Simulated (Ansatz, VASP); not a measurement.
Given: the input of a run of Ansatz 0.2.0 on C.

input.yaml

```yaml
crystal:
  lattice:
    - [2.1690430626, -1.2523725254, 0.0]
    - [2.1690430626, 1.2523725254, 0.0]
    - [-1.4061170787, 0.0, 3.5715304629]
  atoms:
    - { symbol: C, position: [0.16664447, 0.16664447, 0.99990696] }
    - { symbol: C, position: [0.83335553, 0.83335553, 9.304e-05] }
kpoints:
  mp_grid: { grid: [13, 13, 8] }
scf:
  occupations: { method: fermi_dirac, width: 0.05 }
hamiltonian:
  xc: pbesol
  pseudopotentials: { kind: all_electron, lapw: { basis_error: 0.001 } }
output:
  forces: true
  stress: true
  eigenvalues: true
```

Potentials or basis: all-electron LAPW, scalar-relativistic.

Launch:

```sh
$ ansatz run input.yaml --threads 1 --pin off --max-ram 3072MiB --backend cpu --events-out ev --progress --plain --runs-dir out
```

**Question.** Translate it to VASP 6.6.1. Potentials there: VASP PAW PBE potentials, release 64 (C).

**Answer.** As run (the cutoff follows the program's own potentials):

Contents of INCAR:

```
PREC = Accurate ; ENCUT = 520
EDIFF = 1E-6 ; ISMEAR = -1
SIGMA = 0.05 ; LREAL = False
LASPH = True ; NELM = 100
ALGO = Normal ; ISIF = 2
LWAVE = False ; LCHARG = False
GGA = PS ; NBANDS = 11
```

File KPOINTS:

```
regular mesh
0
Gamma
  13 13 8
```

Contents of POSCAR:

```
C
1.0
    2.1690430626     -1.2523725254      0.0000000000
    2.1690430626      1.2523725254      0.0000000000
   -1.4061170787      0.0000000000      3.5715304629
C
2
Direct
    0.1666444700      0.1666444700      0.9999069600
    0.8333555300      0.8333555300      0.0000930400
```

Potentials or basis: VASP PAW PBE potentials, release 64 (C).

Launch:

```bash
$ cat potpaw_PBE.64/C/POTCAR > POTCAR
$ mpirun -np 1 vasp_std > vasp.out
```

Both were run:

|  | VASP | Ansatz | Ansatz less VASP |
| --- | --- | --- | --- |
| gap on the k mesh at the Fermi level (eV) | 0.90 | 0.90 | 0.000 |
| least direct gap on the mesh (eV) | 0.91 | 0.91 | 0.000 |
| pressure (GPa) | -12.8 | -13.4 | -0.60 |
| traceless stress, the component that is largest in VASP (GPa) | 13.06 | 13.73 | +0.675 |
| rms of the force components (eV/Å) | 0.003 | 0.003 | +0.0001 |

VASP's potentials were made for PBE, not for PBEsol. Atom by atom the forces differ by 0.000 eV/Å (rms over components). Ansatz ran all-electron here, and VASP with PAW potentials.
